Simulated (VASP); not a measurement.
# BN (P6_3mc) in VASP: further runs

The runs below take BN through relaxation of cell and atoms, with PBEsol.

Program: VASP 6.6.1. These are calculated values, not measurements. Logs are shortened: lines on timing, memory, paths and dates and some standing lists are left out, and cuts for length are marked.

## Step 1: The cell of the first run

It takes space group P6_3mc (No. 186, hexagonal). The conventional cell has a = 2.554 Å, b = 2.554 Å, c = 4.227 Å, α = 90.00°, β = 90.00°, γ = 120.00°. Within 2.1 Å of N (site symmetry 3m) lie 4 B at 1.57 to 1.58 Å. B (site symmetry 3m) has 4 N at 1.57 to 1.58 Å within 2.1 Å.

## Step 2: Relaxation of cell and atoms, PBEsol, target pressure 20 GPa, at which the enthalpy is minimised

Input file INCAR:

```
SYSTEM = BN
PREC = Accurate
ENCUT = 600
EDIFF = 1E-6
ISMEAR = -1
SIGMA = 0.05
LREAL = .FALSE.
LASPH = .TRUE.
NELM = 80
ALGO = Normal
ISIF = 3
LWAVE = .FALSE.
LCHARG = .FALSE.
GGA = PS
IBRION = 2
NSW = 80
EDIFFG = -0.005
PSTRESS = 200.0
```

Input file KPOINTS:

```
regular mesh
0
G
  12 12 6
  0 0 0
```

Input file POSCAR:

```
BN
1.0
    2.5539396017      0.0000000000      0.0000000000
   -1.2769698009      2.2117765748      0.0000000000
    0.0000000000      0.0000000000      4.2268550000
N B
2 2
Direct
    0.3333333333      0.6666666667      0.1252760000
    0.6666666667      0.3333333333      0.6252760000
    0.3333333333      0.6666666667      0.4997240000
    0.6666666667      0.3333333333      0.9997240000
```

Potentials or basis: VASP PAW PBE potentials, release 64 (N, B).

On the command line:

```bash
$ cat potpaw_PBE.64/N/POTCAR potpaw_PBE.64/B/POTCAR > POTCAR
$ mpirun -np 1 vasp_std > vasp.out
```

OUTCAR:

```text
SYSTEM = BN
   PREC = Accurate
   ENCUT = 600
   EDIFF = 1E-6
   ISMEAR = -1
   LREAL = .FALSE.
   LASPH = .TRUE.
   NELM = 80
   ISIF = 3
   GGA = PS
   IBRION = 2
   NSW = 80
   EDIFFG = -0.005
   PSTRESS = 200.0

 ion  position               nearest neighbor table
   1  0.333  0.667  0.125-   4 1.57   4 1.57   4 1.57   3 1.58
   2  0.667  0.333  0.625-   3 1.57   3 1.57   3 1.57   4 1.58
   3  0.333  0.667  0.500-   2 1.57   2 1.57   2 1.57   1 1.58
   4  0.667  0.333  1.000-   1 1.57   1 1.57   1 1.57   2 1.58

  LATTYP: Found a hexagonal cell.
 ALAT       =     2.5539396017
 C/A-ratio  =     1.6550332659

  Lattice vectors:

 A1 = (   2.5539396017,   0.0000000000,   0.0000000000)
 A2 = (  -1.2769698009,   2.2117765748,   0.0000000000)
 A3 = (   0.0000000000,   0.0000000000,   4.2268550000)

Analysis of symmetry for initial positions (statically):
=====================================================================
 Subroutine PRICEL returns:
 Original cell was already a primitive cell.

 Routine SETGRP: Setting up the symmetry group for a
 hexagonal supercell.

 Subroutine GETGRP returns: Found 12 space group operations
 (whereof  6 operations were pure point group operations)
 out of a pool of 24 trial point group operations.

The static configuration has the point symmetry C_3v.
 The point group associated with its full space group is C_6v.

Analysis of symmetry for dynamics (positions and initial velocities):
=====================================================================
 Subroutine PRICEL returns:
 Original cell was already a primitive cell.

 Routine SETGRP: Setting up the symmetry group for a
 hexagonal supercell.

 Subroutine GETGRP returns: Found 12 space group operations
 (whereof  6 operations were pure point group operations)
 out of a pool of 24 trial point group operations.

The dynamic configuration has the point symmetry C_3v.
 The point group associated with its full space group is C_6v.

 Subroutine INISYM returns: Found 12 space group operations
 (whereof  6 operations are pure point group operations),
 and found     1 'primitive' translations

----------------------------------------------------------------------------------------

                                     Primitive cell

  volume of cell :      23.8764

  direct lattice vectors                    reciprocal lattice vectors
     2.553939602  0.000000000  0.000000000     0.391551938  0.226062617  0.000000000
    -1.276969801  2.211776575  0.000000000     0.000000000  0.452125233  0.000000000
     0.000000000  0.000000000  4.226855000     0.000000000  0.000000000  0.236582518

  length of vectors
     2.553939602  2.553939602  4.226855000     0.452125233  0.452125233  0.236582518

  position of ions in fractional coordinates (direct lattice)
     0.333333333  0.666666667  0.125276000
     0.666666667  0.333333333  0.625276000
     0.333333333  0.666666667  0.499724000
     0.666666667  0.333333333  0.999724000

  ion indices of the primitive-cell ions
   primitive index   ion index
                 1           1
                 2           2
                 3           3
                 4           4

----------------------------------------------------------------------------------------

 KPOINTS: regular mesh

Automatic generation of k-mesh.
 Grid dimensions read from file:
 generate k-points for:   12   12    6

 Generating k-lattice:

  Cartesian coordinates                     Fractional coordinates (reciprocal lattice)
     0.032629328  0.018838551  0.000000000     0.083333333  0.000000000  0.000000000
     0.000000000  0.037677103  0.000000000     0.000000000  0.083333333  0.000000000
     0.000000000  0.000000000  0.039430420     0.000000000  0.000000000  0.166666667

  Length of vectors
     0.037677103  0.037677103  0.039430420

  Shift w.r.t. Gamma in fractional coordinates (k-lattice)
     0.000000000  0.000000000  0.000000000

 Subroutine IBZKPT returns following result:
 ===========================================

 Found     76 irreducible k-points:

 Following reciprocal coordinates:
            Coordinates               Weight
  0.000000  0.000000  0.000000      1.000000
  0.083333  0.000000  0.000000      6.000000
  0.166667  0.000000  0.000000      6.000000
  0.250000  0.000000  0.000000      6.000000
  0.333333  0.000000  0.000000      6.000000
  0.416667  0.000000  0.000000      6.000000
[... 16 lines left out ...]
  0.250000  0.000000  0.166667     12.000000
  0.333333  0.000000  0.166667     12.000000
 [... further k-points ...]
   k-points           NKPTS =     76   k-points in BZ     NKDIM =     76   number of bands    NBANDS=     12
   number of dos      NEDOS =    301   number of ions     NIONS =      4
   total plane-waves  NPLWV =  14400
   dimension x,y,z NGX =    20 NGY =   20 NGZ =   36
   dimension x,y,z NGXF=    40 NGYF=   40 NGZF=   72
   ions per type =               2   2
   NGX,Y,Z   is equivalent  to a cutoff of  13.02, 13.02, 14.16 a.u.
   NGXF,Y,Z  is equivalent  to a cutoff of  26.04, 26.04, 28.32 a.u.
 SYSTEM =  BN
   PREC   = accura    normal or accurate (medium, high low for compatibility)
   ISTART =      0    job   : 0-new  1-cont  2-samecut
   ICHARG =      2    charge: 1-file 2-atom 10-const
   ISPIN  =      1    spin polarized calculation?
   LNONCOLLINEAR =      F non collinear calculations
   LSORBIT =      F    spin-orbit coupling
   LASPH  =      T    aspherical Exc in radial PAW
   ENCUT  =  600.0 eV  44.10 Ry    6.64 a.u.   5.10  5.10  8.44*2*pi/ulx,y,z
   NELM   =     80;   NELMIN=  2; NELMDL= -5     # of ELM steps
   EDIFF  = 0.1E-05   stopping-criterion for ELM
   LREAL  =      F    real-space projection
   EDIFFG = -.5E-02   stopping-criterion for IOM
   NSW    =     80    number of steps for IOM
   IBRION =      2    ionic relax: 0-MD 1-quasi-New 2-CG
   NFREE  =      1    steps in history (QN), initial steepest desc. (CG)
   ISIF   =      3    stress and relaxation
   ISYM   =      2    0-nonsym 1-usesym 2-fastsym
   POTIM  = 0.5000    time-step for ionic-motion
   TEBEG  =    0.0;   TEEND  =   0.0 temperature during run
   PSTRESS=  200.0 pullay stress
   NELECT =      16.0000    total number of electrons
   NUPDOWN=      -1.0000    fix difference up-down
   EMIN   =  10.00;   EMAX   =-10.00  energy-range for DOS
   EFERMI =   0.00;   METHOD = LEGACY
   ISMEAR =    -1;   SIGMA  =   0.05  broadening in eV -4-tet -1-fermi 0-gaus
   EFERMI_NEDOS =   21; number of points for ismear=-14 and -15
   IALGO  =     38    algorithm
   IMIX   =      4    mixing-type and parameters
     AMIX     =   0.40;   BMIX     =  1.00
     AMIX_MAG =   1.60;   BMIX_MAG =  1.00
  volume/ion in A,a.u.               =       5.97        40.28
  Fermi-wavevector in a.u.,A,eV,Ry     =   1.432600  2.707222 27.923836  2.052344
  Thomas-Fermi vector in A             =   2.552210
   LORBIT       =      0    0 simple, 1 ext, 2 COOP (PROOUT), +10 PAW based schemes
   GGA     = PS    functional components
   LHFCALC =     F    Hartree Fock is set to
   AEXX    =    0.0000 exact exchange contribution
   IVDW    =     0    specifies the selected vdW correction
   LEPSILON=     F    determine dielectric tensor
   LRPA    =     F    only Hartree local field effects (RPA)
 conjugate gradient relaxation of ions
 non-spin polarized calculation
  energy-cutoff  :      600.00
  volume of cell :       23.88
 maximum number of plane-waves:       807
   NGX = 11   NGY = 11   NGZ = 17

--------------------------------------- Ionic step        1  -------------------------------------------

 number of electron      16.0000003 magnetization

 Free energy of the ion-electron system (eV)
  ---------------------------------------------------
  ext. energy  EPLUGINS =         0.00000000
  ---------------------------------------------------
  free energy    TOTEN  =       -36.62834275 eV

  energy without entropy =      -36.62834275  energy(sigma->0) =      -36.62834275

------------------------ aborting loop because EDIFF is reached ----------------------------------------

  FORCE on cell =-STRESS in cart. coord.  units (eV):
  Direction    XX          YY          ZZ          XY          YZ          ZX
  --------------------------------------------------------------------------------------
  -------------------------------------------------------------------------------------
  Total       -0.8106430     -0.8106430     -0.9037409      0.0000000      0.0000000      0.0000000
  in kB      -54.3965018    -54.3965018    -60.6436441      0.0000000      0.0000000      0.0000000
  external PRESSURE =    -256.4788825 kB  Pullay stress =     200.0000000 kB
[... 25 lines left out ...]
  enthalpy is  TOTEN    =       -33.6478460942 eV   P V=        2.9804966607

--------------------------------------- Ionic step        2  -------------------------------------------

 number of electron      15.9999999 magnetization

 E-fermi :  10.2719     XC(G=0): -13.6582

 val. band max:        9.2527311159   @ k =   0.0000   0.0000   0.0000
 cond. band min:      13.9620632103   @ k =   0.3333   0.3333   0.0000
 fundamental gap:      4.7093320944
 Fermi energy:        10.2719221846

 k-point     1 :       0.0000    0.0000    0.0000
  band No.  band energies     occupation
      1     -12.7812      2.00000
      2      -7.9299      2.00000
      3      -3.0776      2.00000
      4       6.8103      2.00000
      5       6.8103      2.00000
      6       8.9391      2.00000
      7       9.2527      2.00000
      8       9.2527      2.00000
      9      18.0823      0.00000
     10      18.0823      0.00000
     11      18.5103      0.00000
     12      20.3888      0.00000
[... 582 lines left out ...]
  enthalpy is  TOTEN    =       -33.7689098036 eV   P V=        2.8000774144

--------------------------------------- Ionic step        8  -------------------------------------------

 number of electron      16.0000000 magnetization

 Free energy of the ion-electron system (eV)
  ---------------------------------------------------
  ext. energy  EPLUGINS =         0.00000000
  ---------------------------------------------------
  free energy    TOTEN  =       -36.56948032 eV

  energy without entropy =      -36.56948032  energy(sigma->0) =      -36.56948032

 E-fermi :   9.1230     XC(G=0): -13.2615

 val. band max:        8.1951147026   @ k =   0.0000   0.0000   0.0000
 cond. band min:      13.0298523283   @ k =   0.3333   0.3333   0.0000
 fundamental gap:      4.8347376257
 Fermi energy:         9.1229978308

 k-point     1 :       0.0000    0.0000    0.0000
  band No.  band energies     occupation
      1     -12.8613      2.00000
      2      -8.4161      2.00000
      3      -3.3408      2.00000
      4       5.9429      2.00000
      5       5.9429      2.00000
      6       7.8676      2.00000
      7       8.1951      2.00000
      8       8.1951      2.00000
      9      16.7026      0.00000
     10      16.7026      0.00000
     11      17.0135      0.00000
     12      18.3197      0.00000
[... 376 lines left out ...]
  FREE ENERGIE OF THE ION-ELECTRON SYSTEM (eV)
  ---------------------------------------------------
  free  energy   TOTEN  =       -36.5694803247 eV

  energy  without entropy=      -36.5694803247  energy(sigma->0) =      -36.56948032

  enthalpy is  TOTEN    =       -33.7689115570 eV   P V=        2.8005687677

 reached required accuracy - stopping structural energy minimisation
```

Run time: 2.4 min. Hardware: 1 thread of Intel Xeon 8259CL, shared host; peak memory 0.15 GiB.

Results:

- Free energy: -36.5695 eV
- Relaxed volume: 5.61 Å³/atom
- Relaxed cell: a = 2.501 Å, b = 2.501 Å, c = 4.140 Å, α = 90.00°, β = 90.00°, γ = 120.00°
- Space group after relaxing (to 0.05 Å): P6_3mc (No. 186)
- Energy change on relaxing (the enthalpy is what falls): +14.7 meV/atom
- Ionic steps: 8
- Pressure after relaxing: 20.0 GPa
- Band gap on the k mesh: 4.83 eV, indirect (least direct gap 8.43 eV)

Stress tensor (GPa, compression positive):
```
20.00  0.00  0.00
 0.00 20.00  0.00
 0.00  0.00 19.87
```

Step by step:
| step | energy change (eV) | largest force (eV/Å) | pressure (GPa) | volume (Å³) |
| --- | --- | --- | --- | --- |
| 1 | 0.0000 | 0.0100 | -5.65 | 23.88 |
| 2 | 0.4830 | 0.1319 | 61.86 | 20.72 |
| 3 | 0.0559 | 0.0473 | 19.45 | 22.46 |
| 4 | 0.0593 | 0.0486 | 20.03 | 22.43 |
| 5 | 0.0597 | 0.0631 | 20.06 | 22.43 |
| 6 | 0.0594 | 0.0005 | 20.04 | 22.43 |
| 7 | 0.0594 | 0.0021 | 20.05 | 22.43 |
| 8 | 0.0589 | 0.0011 | 19.96 | 22.44 |

Final structure:
```
CELL_PARAMETERS angstrom
2.50149 0.00000 0.00000
-1.25075 2.16636 0.00000
0.00000 0.00000 4.13998
ATOMIC_POSITIONS crystal
N 0.33333 0.66667 0.12546
N 0.66667 0.33333 0.62546
B 0.33333 0.66667 0.49954
B 0.66667 0.33333 0.99954
```

Caveat: the cell is relaxed towards a set pressure, so the enthalpy falls and the energy may rise; the PAW data sets were made with another functional, which shifts forces and pressure a little.

## Step 3: Relaxation of cell and atoms, PBEsol, target pressure 30 GPa, at which the enthalpy is minimised

Input file INCAR:

```
ALGO = Normal
EDIFF = 1E-7
EDIFFG = -0.005
ENCUT = 600
GGA = PS
IBRION = 2
ISIF = 3
ISMEAR = -1
LASPH = True
LCHARG = False
LREAL = False
LWAVE = False
NELM = 60
NSW = 80
PREC = Accurate
PSTRESS = 300.0
SIGMA = 0.05
```

Input file KPOINTS:

```
k-points
0
Gamma
  12 12 6
```

POSCAR is that of step 2.

Potentials or basis: VASP PAW PBE potentials, release 64 (N, B).

On the command line:

```bash
$ cat potpaw_PBE.64/N/POTCAR potpaw_PBE.64/B/POTCAR > POTCAR
$ mpirun -np 1 vasp_std > vasp.out
```

It took 3 min on 1 thread of Intel Xeon 8259CL, shared host; peak memory 0.15 GiB.

Results (log left out):

```yaml
Free_energy: -36.4970 eV
Relaxed_volume: 5.49 Å³/atom
Relaxed_cell: a = 2.484 Å, b = 2.484 Å, c = 4.111 Å, α = 90.00°, β = 90.00°, γ = 120.00°
Space_group_after_relaxing_to_0.05_Å: P6_3mc (No. 186)
Energy_change_on_relaxing_the_enthalpy_is_what_falls: +32.8 meV/atom
Ionic_steps: 9
Pressure_after_relaxing: 30.0 GPa
Band_gap_on_the_k_mesh: 4.78 eV, indirect (least direct gap 8.52 eV)
```

Step by step:
```
step  energy change (eV)  largest force (eV/Å)  pressure (GPa)  volume (Å³)
   1              0.0000                0.0101           -5.64        23.88
   2              1.0561                0.1904           99.45        19.58
   3              0.1215                0.0637           28.79        22.02
   4              0.1304                0.0659           29.88        21.97
   5              0.1374                0.0676           30.71        21.94
   6              0.1247                0.0955           29.09        22.01
   7              0.1317                0.0021           30.02        21.97
   8              0.1312                0.0029           29.95        21.97
   9              0.1314                0.0009           29.98        21.97
```

Final structure:
```xyz
4
Lattice="2.4839 0.0000 0.0000 -1.2420 2.1512 0.0000 0.0000 0.0000 4.1113" Properties=species:S:1:pos:R:3 pbc="T T T"
N     0.0000    1.4341    0.5161
N     1.2420    0.7171    2.5717
B     0.0000    1.4341    2.0535
B     1.2420    0.7171    4.1091
```

Levels at points of the mesh, in eV from the valence-band top:
```tsv
k point	band 6	band 7	band 8	band 9	band 10	band 11
(0.00, 0.00, 0.00)	-0.35	0.00	0.00	8.59	8.59	8.93
(0.50, 0.00, 0.00)	-5.41	-4.89	-2.28	6.81	8.00	10.86
(0.00, 0.00, 0.50)	-1.28	-1.28	-1.28	10.10	10.10	10.24
(0.50, 0.00, 0.50)	-4.09	-3.87	-3.87	6.69	6.69	10.42
```

Caveat: the cell is relaxed towards a set pressure, so the enthalpy falls and the energy may rise; the PAW data sets were made with another functional, which shifts forces and pressure a little.
